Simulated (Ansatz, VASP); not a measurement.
## One calculation of ZnS, two programs

```
Zn S
1.0
     3.69174    0.00000    0.00000
    -1.84587    3.19714    0.00000
     0.00000    0.00000    6.30372
Zn S
2 2
Direct
  0.31635 0.66667 0.00520
  0.68365 0.33333 0.50520
  0.34706 0.66667 0.37980
  0.65294 0.33333 0.87980
```

Change from the starting cell: mode 4 frozen in at -0.065 Å, equal normal strain along x and y -0.0400.

Alike in both runs: task single point; functional PBE; k mesh 9 × 9 × 4; occupations gaussian, width 0.05 eV; no spin polarisation.

|  | VASP | Ansatz |
| --- | --- | --- |
| version | VASP 6.6.1 | Ansatz 0.2.0 |
| potentials or method | VASP PAW PBE potentials, release 64 (Zn, S), cutoff 520 eV | scalar-relativistic, plane waves, PAW |
| valence electrons in the cell | 36 | 36 |

Ansatz gave:

```
gap on the k mesh at the Fermi level (eV)                     : 2.29
least direct gap on the mesh (eV)                             : 2.29
pressure (GPa)                                                : 6.9
traceless stress, the component that is largest in VASP (GPa) : -4.46
rms of the force components (eV/Å)                            : 0.208
```

Estimate VASP's values.

gap on the k mesh at the Fermi level (eV): 2.30; least direct gap on the mesh (eV): 2.30; pressure (GPa): 7.1; traceless stress, the component that is largest in VASP (GPa): -4.49; rms of the force components (eV/Å): 0.211.

Atom by atom the forces differ by 0.003 eV/Å (rms over components).
